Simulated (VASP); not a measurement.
# Fe (P6_3/mmc) in VASP: single point with PBE

Aim: the single point of Fe with PBE.

All numbers are computed with VASP 6.6.1; they aren't measurements. Logs are shortened: lines on timing, memory, paths and dates and some standing lists are left out, and cuts for length are marked.

### Step 1. The cell of the first run

The structure is hexagonal, space group P6_3/mmc (No. 194). The conventional cell has a = 1.877 Å, b = 1.877 Å, c = 3.009 Å, α = 90.00°, β = 90.00°, γ = 120.00°. Fe (site symmetry -6m2) has 12 Fe at 1.85 to 1.88 Å within 2.5 Å.

This isn't the form of Fe at room conditions, which is bcc.

### Step 2. Single point, PBE, collinear spin, ferromagnetic start (4.59 Å³/atom)

Contents of POSCAR:

```
Fe
1.0
    1.8769101374      0.0000000000      0.0000000000
   -0.9384550687      1.6254518596      0.0000000000
    0.0000000000      0.0000000000      3.0089394790
Fe
2
Direct
    0.3333333333      0.6666666667      0.2500000000
    0.6666666667      0.3333333333      0.7500000000
```

Contents of INCAR.step1:

```
PREC = Accurate
ENCUT = 520
EDIFF = 1E-7
ISMEAR = -1
SIGMA = 0.05
LREAL = F
LASPH = T
NELM = 150
ALGO = Normal
ISIF = 2
LWAVE = F
LCHARG = T
ISPIN = 2
MAGMOM = 2.5 2.5
LMAXMIX = 4
GGA = PE
NBANDS = 19
```

Contents of KPOINTS.step1:

```
Automatic mesh
0
Gamma
  17 17 9
```

Contents of INCAR.step2:

```
PREC = Accurate
ENCUT = 520
EDIFF = 1E-7
ISMEAR = -5
SIGMA = 0.05
LREAL = F
LASPH = T
NELM = 150
ALGO = Normal
ISIF = 2
LWAVE = F
LCHARG = F
ISPIN = 2
MAGMOM = 2.5 2.5
LORBIT = 11
LMAXMIX = 4
GGA = PE
NEDOS = 2001
ICHARG = 11
```

Contents of KPOINTS.step2:

```
Automatic mesh
0
Gamma
  26 26 14
```

Potentials or basis: VASP PAW PBE potentials, release 64 (Fe).

Launch:

```
> cat potpaw_PBE.64/Fe/POTCAR > POTCAR
> cp INCAR.step1 INCAR
> cp KPOINTS.step1 KPOINTS
> mpirun -np 1 vasp_std > vasp.out
> cp INCAR.step2 INCAR
> cp KPOINTS.step2 KPOINTS
> mpirun -np 1 vasp_std > vasp.out
```

OUTCAR:

```text
PREC = Accurate
   ENCUT = 520
   EDIFF = 1E-7
   ISMEAR = -5
   LREAL = F
   LASPH = T
   NELM = 150
   ISIF = 2
   ISPIN = 2
   LORBIT = 11
   GGA = PE
   ICHARG = 11

 ion  position               nearest neighbor table
   1  0.333  0.667  0.250-   2 1.85   2 1.85   2 1.85   2 1.85   2 1.85   2 1.85   2 2.64   2 2.64
                             2 2.64   2 2.64   2 2.64   2 2.64
   2  0.667  0.333  0.750-   1 1.85   1 1.85   1 1.85   1 1.85   1 1.85   1 1.85   1 2.64   1 2.64
                             1 2.64   1 2.64   1 2.64   1 2.64

  LATTYP: Found a hexagonal cell.
 ALAT       =     1.8769101374
 C/A-ratio  =     1.6031345449

  Lattice vectors:

 A1 = (   1.8769101374,   0.0000000000,   0.0000000000)
 A2 = (  -0.9384550687,   1.6254518596,   0.0000000000)
 A3 = (   0.0000000000,   0.0000000000,   3.0089394790)

Analysis of symmetry for initial positions (statically):
=====================================================================
 Subroutine PRICEL returns:
 Original cell was already a primitive cell.

 Routine SETGRP: Setting up the symmetry group for a
 hexagonal supercell.

 Subroutine GETGRP returns: Found 24 space group operations
 (whereof 12 operations were pure point group operations)
 out of a pool of 24 trial point group operations.

The static configuration has the point symmetry D_3d.
 The point group associated with its full space group is D_6h.

Analysis of symmetry for dynamics (positions and initial velocities):
=====================================================================
 Subroutine PRICEL returns:
 Original cell was already a primitive cell.

 Routine SETGRP: Setting up the symmetry group for a
 hexagonal supercell.

 Subroutine GETGRP returns: Found 24 space group operations
 (whereof 12 operations were pure point group operations)
 out of a pool of 24 trial point group operations.

The dynamic configuration has the point symmetry D_3d.
 The point group associated with its full space group is D_6h.

Analysis of structural, dynamic, and magnetic symmetry:
=====================================================================
 Subroutine PRICEL returns:
 Original cell was already a primitive cell.

 Routine SETGRP: Setting up the symmetry group for a
 hexagonal supercell.

 Subroutine GETGRP returns: Found 24 space group operations
 (whereof 12 operations were pure point group operations)
 out of a pool of 24 trial point group operations.

The overall configuration has the point symmetry D_3d.
 The point group associated with its full space group is D_6h.

 Subroutine INISYM returns: Found 24 space group operations
 (whereof 12 operations are pure point group operations),
 and found     1 'primitive' translations

----------------------------------------------------------------------------------------

                                     Primitive cell

  volume of cell :       9.1798

  direct lattice vectors                    reciprocal lattice vectors
     1.876910137  0.000000000  0.000000000     0.532790558  0.307606772  0.000000000
    -0.938455069  1.625451860  0.000000000     0.000000000  0.615213545  0.000000000
     0.000000000  0.000000000  3.008939479     0.000000000  0.000000000  0.332343009

  length of vectors
     1.876910137  1.876910137  3.008939479     0.615213545  0.615213545  0.332343009

  position of ions in fractional coordinates (direct lattice)
     0.333333333  0.666666667  0.250000000
     0.666666667  0.333333333  0.750000000

  ion indices of the primitive-cell ions
   primitive index   ion index
                 1           1
                 2           2

----------------------------------------------------------------------------------------

 KPOINTS: Automatic mesh

Automatic generation of k-mesh.
 Grid dimensions read from file:
 generate k-points for:   26   26   14

 Generating k-lattice:

  Cartesian coordinates                     Fractional coordinates (reciprocal lattice)
     0.020491945  0.011831030  0.000000000     0.038461538  0.000000000  0.000000000
     0.000000000  0.023662059  0.000000000     0.000000000  0.038461538  0.000000000
     0.000000000  0.000000000  0.023738786     0.000000000  0.000000000  0.071428571

  Length of vectors
     0.023662059  0.023662059  0.023738786

  Shift w.r.t. Gamma in fractional coordinates (k-lattice)
     0.000000000  0.000000000  0.000000000

 TETIRR: Found   9646 inequivalent tetrahedra from    56784

 Subroutine IBZKPT returns following result:
 ===========================================

 Found    560 irreducible k-points:

 Following reciprocal coordinates:
            Coordinates               Weight
  0.000000  0.000000  0.000000      1.000000
  0.038462  0.000000  0.000000      6.000000
  0.076923  0.000000  0.000000      6.000000
  0.115385 -0.000000  0.000000      6.000000
  0.153846 -0.000000  0.000000      6.000000
  0.192308  0.000000  0.000000      6.000000
[... 16 lines left out ...]
  0.346154  0.038462  0.000000     12.000000
  0.384615  0.038462  0.000000     12.000000
 [... further k-points ...]
   k-points           NKPTS =    560   k-points in BZ     NKDIM =    560   number of bands    NBANDS=     15
   number of dos      NEDOS =   2001   number of ions     NIONS =      2
   total plane-waves  NPLWV =   4704
   dimension x,y,z NGX =    14 NGY =   14 NGZ =   24
   dimension x,y,z NGXF=    28 NGYF=   28 NGZF=   48
   ions per type =               2
   NGX,Y,Z   is equivalent  to a cutoff of  12.40, 12.40, 13.26 a.u.
   NGXF,Y,Z  is equivalent  to a cutoff of  24.80, 24.80, 26.52 a.u.
 SYSTEM =  unknown system
   PREC   = accura    normal or accurate (medium, high low for compatibility)
   ISTART =      0    job   : 0-new  1-cont  2-samecut
   ICHARG =     11    charge: 1-file 2-atom 10-const
   ISPIN  =      2    spin polarized calculation?
   LNONCOLLINEAR =      F non collinear calculations
   LSORBIT =      F    spin-orbit coupling
   LASPH  =      T    aspherical Exc in radial PAW
   ENCUT  =  520.0 eV  38.22 Ry    6.18 a.u.   3.49  3.49  5.59*2*pi/ulx,y,z
   NELM   =    150;   NELMIN=  2; NELMDL=  0     # of ELM steps
   EDIFF  = 0.1E-06   stopping-criterion for ELM
   LREAL  =      F    real-space projection
   EDIFFG = 0.1E-05   stopping-criterion for IOM
   NSW    =      0    number of steps for IOM
   IBRION =     -1    ionic relax: 0-MD 1-quasi-New 2-CG
   NFREE  =      0    steps in history (QN), initial steepest desc. (CG)
   ISIF   =      2    stress and relaxation
   ISYM   =      2    0-nonsym 1-usesym 2-fastsym
   POTIM  = 0.5000    time-step for ionic-motion
   TEBEG  =    0.0;   TEEND  =   0.0 temperature during run
   PSTRESS=    0.0 pullay stress
   NELECT =      16.0000    total number of electrons
   NUPDOWN=      -1.0000    fix difference up-down
   EMIN   =  10.00;   EMAX   =-10.00  energy-range for DOS
   EFERMI =   0.00;   METHOD = LEGACY
   ISMEAR =    -5;   SIGMA  =   0.05  broadening in eV -4-tet -1-fermi 0-gaus
   EFERMI_NEDOS =   21; number of points for ismear=-14 and -15
   IALGO  =     38    algorithm
   IMIX   =      4    mixing-type and parameters
     AMIX     =   0.40;   BMIX     =  1.00
     AMIX_MAG =   1.60;   BMIX_MAG =  1.00
  volume/ion in A,a.u.               =       4.59        30.97
  Fermi-wavevector in a.u.,A,eV,Ry     =   1.970174  3.723088 52.812152  3.881584
  Thomas-Fermi vector in A             =   2.992996
   LORBIT       =     11    0 simple, 1 ext, 2 COOP (PROOUT), +10 PAW based schemes
   GGA     = PE    functional components
   LHFCALC =     F    Hartree Fock is set to
   AEXX    =    0.0000 exact exchange contribution
   IVDW    =     0    specifies the selected vdW correction
   LEPSILON=     F    determine dielectric tensor
   LRPA    =     F    only Hartree local field effects (RPA)
 spin polarized calculation
 Fermi weights with tetrahedron method with Bloechl corrections
  energy-cutoff  :      520.00
  volume of cell :        9.18
 maximum number of plane-waves:       264
 NGX is ok and might be reduce to    14

 number of electron      16.0000006 magnetization       0.0000000

 Free energy of the ion-electron system (eV)
  ---------------------------------------------------
  ext. energy  EPLUGINS =         0.00000000
  ---------------------------------------------------
  free energy    TOTEN  =         6.55743228 eV

  energy without entropy =        6.55743228  energy(sigma->0) =        6.55743228

 E-fermi :  20.7786     XC(G=0): -19.0454

 val. band max:       20.8531544186   @ k =   0.3462   0.0385   0.2857
 cond. band min:      20.6691181684   @ k =   0.3846   0.0000   0.5000
 fundamental gap:     -0.1840362501
 Fermi energy:        20.7786353575

 spin component 1

 k-point     1 :       0.0000    0.0000    0.0000
  band No.  band energies     occupation
      1       8.2057      1.00000
      2       8.7561      1.00000
      3      15.1558      1.00000
      4      15.1558      1.00000
      5      15.4291      1.00000
      6      16.7230      1.00000
      7      16.7230      1.00000
      8      18.0969      1.00000
      9      18.0969      1.00000
     10      22.6285      0.00000
     11      22.6285      0.00000
     12      24.4479      0.00000
     13      42.6246      0.00000
     14      48.5759      0.00000
     15      55.2256      0.00000
[... 397 lines left out ...]
 k-point    24 :       0.3846    0.0385    0.0000
  band No.  band energies     occupation
      1       7.4234      1.00000
      2       8.8474      1.00000
      3      10.7787      1.00000
      4      14.6517      1.00000
      5      16.6954      1.00000
      6      17.0531      1.00000
      7      17.4264      1.00000
      8      22.5543      0.00000
      9      23.0158      0.00000
     10      23.8802      0.00000
     11      26.1596      0.00000
     12      37.6164      0.00000
     13      41.2398      0.00000
     14      45.1132      0.00000
     15      46.7710      0.00000

 [... further k-points ...]

 spin component 2

 k-point     1 :       0.0000    0.0000    0.0000
  band No.  band energies     occupation
      1       8.2057      1.00000
      2       8.7561      1.00000
      3      15.1558      1.00000
      4      15.1558      1.00000
      5      15.4291      1.00000
      6      16.7230      1.00000
      7      16.7230      1.00000
      8      18.0969      1.00000
      9      18.0969      1.00000
     10      22.6285      0.00000
     11      22.6285      0.00000
     12      24.4479      0.00000
     13      42.6246      0.00000
     14      48.5759      0.00000
     15      55.2308      0.00000
[... 397 lines left out ...]
 k-point    24 :       0.3846    0.0385    0.0000
  band No.  band energies     occupation
      1       7.4234      1.00000
      2       8.8474      1.00000
      3      10.7787      1.00000
      4      14.6517      1.00000
      5      16.6954      1.00000
      6      17.0531      1.00000
      7      17.4264      1.00000
      8      22.5543      0.00000
      9      23.0158      0.00000
     10      23.8802      0.00000
     11      26.1596      0.00000
     12      37.6164      0.00000
     13      41.2398      0.00000
     14      45.1132      0.00000
     15      46.7710      0.00000

 [... further k-points ...]

------------------------ aborting loop because EDIFF is reached ----------------------------------------

  FORCE on cell =-STRESS in cart. coord.  units (eV):
  Direction    XX          YY          ZZ          XY          YZ          ZX
  --------------------------------------------------------------------------------------
  -------------------------------------------------------------------------------------
  Total       74.6753241     74.6753241     73.9161630      0.0000000      0.0000000      0.0000000
  in kB    13033.3679027  13033.3679026  12900.8686271      0.0000000      0.0000000      0.0000000
  external PRESSURE =   12989.2014775 kB  Pullay stress =       0.0000000 kB

 VOLUME and BASIS-vectors are now :
 -----------------------------------------------------------------------------
  energy-cutoff  :      520.00
  volume of cell :        9.18
      direct lattice vectors                 reciprocal lattice vectors
     1.876910137  0.000000000  0.000000000     0.532790558  0.307606772  0.000000000
    -0.938455069  1.625451860  0.000000000     0.000000000  0.615213545  0.000000000
     0.000000000  0.000000000  3.008939479     0.000000000  0.000000000  0.332343009

 POSITION                                       TOTAL-FORCE (eV/Angst)
 -----------------------------------------------------------------------------------
     -0.00000      1.08363      0.75223         0.000000     -0.000000      0.000000
      0.93846      0.54182      2.25670        -0.000000      0.000000     -0.000000
 -----------------------------------------------------------------------------------
    total drift:                                0.000000     -0.000000     -0.000000

  FREE ENERGIE OF THE ION-ELECTRON SYSTEM (eV)
  ---------------------------------------------------
  free  energy   TOTEN  =         6.5574322823 eV

  energy  without entropy=        6.5574322823  energy(sigma->0) =        6.55743228

 total charge

# of ion       s       p       d       tot
------------------------------------------
    1        1.099   1.748   8.407  11.254
    2        1.099   1.748   8.407  11.254
--------------------------------------------------
tot          2.199   3.497  16.814  22.509

 magnetization (x)

# of ion       s       p       d       tot
------------------------------------------
    1        0.000   0.000   0.000   0.000
    2        0.000   0.000   0.000   0.000
--------------------------------------------------
tot          0.000   0.000   0.000   0.000
```

Wall time 60 s (1 thread of Intel Xeon 6975P-C (Granite Rapids), shared host); peak memory 0.26 GiB.

Results:

- Net moment: 0.00 μB per cell

Levels at points of the mesh, in eV from the Fermi level:
Spin up:
| k point | band 5 | band 6 | band 7 | band 8 | band 9 | band 10 | band 11 | band 12 |
| --- | --- | --- | --- | --- | --- | --- | --- | --- |
| (0.00, 0.00, 0.00) | -5.35 | -4.06 | -4.06 | -2.68 | -2.68 | 1.85 | 1.85 | 3.67 |
| (0.50, 0.00, 0.00) | -4.29 | -3.00 | -2.66 | 2.58 | 3.19 | 3.27 | 8.27 | 13.69 |
| (0.00, 0.00, 0.50) | -5.85 | -5.85 | -4.18 | -4.18 | 0.85 | 0.85 | 0.85 | 0.85 |
| (0.50, 0.00, 0.50) | -2.23 | -2.23 | 1.16 | 1.16 | 2.98 | 2.98 | 7.85 | 7.85 |
Spin down:
```csv
k point,band 5,band 6,band 7,band 8,band 9,band 10,band 11,band 12
"(0.00, 0.00, 0.00)",-5.35,-4.06,-4.06,-2.68,-2.68,1.85,1.85,3.67
"(0.50, 0.00, 0.00)",-4.29,-3.00,-2.66,2.58,3.19,3.27,8.27,13.69
"(0.00, 0.00, 0.50)",-5.85,-5.85,-4.18,-4.18,0.85,0.85,0.85,0.85
"(0.50, 0.00, 0.50)",-2.23,-2.23,1.16,1.16,2.98,2.98,7.85,7.85
```

Caveat: atoms lie so close that the PAW spheres overlap strongly, which falsifies energies and pressures; the moments typed at the start vanished in this run.
